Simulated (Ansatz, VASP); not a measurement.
AgPd2: VASP beside Ansatz

```xyz
3
Lattice="-1.8796 1.8796 4.0971 1.8796 -1.8796 4.0971 1.8796 1.8796 -4.0971" Properties=species:S:1:pos:R:3 pbc="T T T"
Ag    0.0000    0.0000    0.0000
Pd    0.0000    1.8796    2.0485
Pd    1.8796    0.0000    2.0485
```

Alike in both runs: functional PBE; k mesh 18 × 18 × 18; occupations gaussian, width 0.1 eV; no spin polarisation.

Ansatz relaxed the structure, and its values are those at the end. VASP's run is a single point on that final structure, the one shown.

|  | VASP | Ansatz |
| --- | --- | --- |
| version | VASP 6.6.1 | Ansatz 0.2.0 |
| potentials or method | VASP PAW PBE potentials, release 64 (Ag, Pd), cutoff 520 eV | scalar-relativistic, plane waves, PAW |
| valence electrons in the cell | 31 | 55 |

```csv
,VASP,Ansatz,Ansatz less VASP
gap on the k mesh at the Fermi level (eV),none,none,-
pressure (GPa),-0.1,0.0,+0.16
```

A gap of «none» marks a metal or a gap that the smearing closes. VASP's potentials hold 31 valence electrons a cell and Ansatz's 55, so a difference there can come from the potentials and not from the codes.
